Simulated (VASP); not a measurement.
Input of a VASP 6.6.1 run:

The input INCAR:

```
  PREC = Accurate
  ENCUT = 520
  EDIFF = 1E-6
  ISMEAR = 0
  SIGMA = 0.02
  LREAL = False
  LASPH = True
  NELM = 60
  ALGO = Normal
  ISIF = 2
  LWAVE = False
  LCHARG = False
  GGA = PE
  NBANDS = 16
```

Contents of KPOINTS:

```
Automatic mesh
0
Gamma
  8 8 8
```

File POSCAR:

```
ZnS
1.0
    0.0000000000      2.7218045993      2.7218045993
    2.7218045993      0.0000000000      2.7218045993
    2.7218045993      2.7218045993      0.0000000000
Zn S
1 1
Direct
    0.0000000000      0.0000000000      0.0000000000
    0.2500000000      0.2500000000      0.2500000000
```

Potentials or basis: VASP PAW PBE potentials, release 64 (Zn, S).

Command:

```console
$ cat potpaw_PBE.64/Zn/POTCAR potpaw_PBE.64/S/POTCAR > POTCAR
$ mpirun -np 1 vasp_std > vasp.out
```

Problem. What does it give for the band gap on the k mesh?

Solution. 2.02 eV, direct.

Problem. What does it give for the pressure?

Solution. 0.1 GPa.

**Experimental background.**

“Electronic, vibrational, and thermodynamic properties of ZnS (zincblende and rocksalt structure)”, 2009, arxiv:0911.5022 quotes, for a bulk crystal of ZnS at 19 K: band gap 3.85 eV (direct).

Against the measured gap of ZnS, 3.85 eV (direct; 19 K; quoted in “Electronic, vibrational, and thermodynamic properties of ZnS (zincblende and rocksalt structure)”, 2009, arxiv:0911.5022), the calculated 2.02 eV is off by -1.83 eV. The value is that of PBE, without temperature or zero-point motion. Semilocal functionals fall short of measured gaps as a rule.
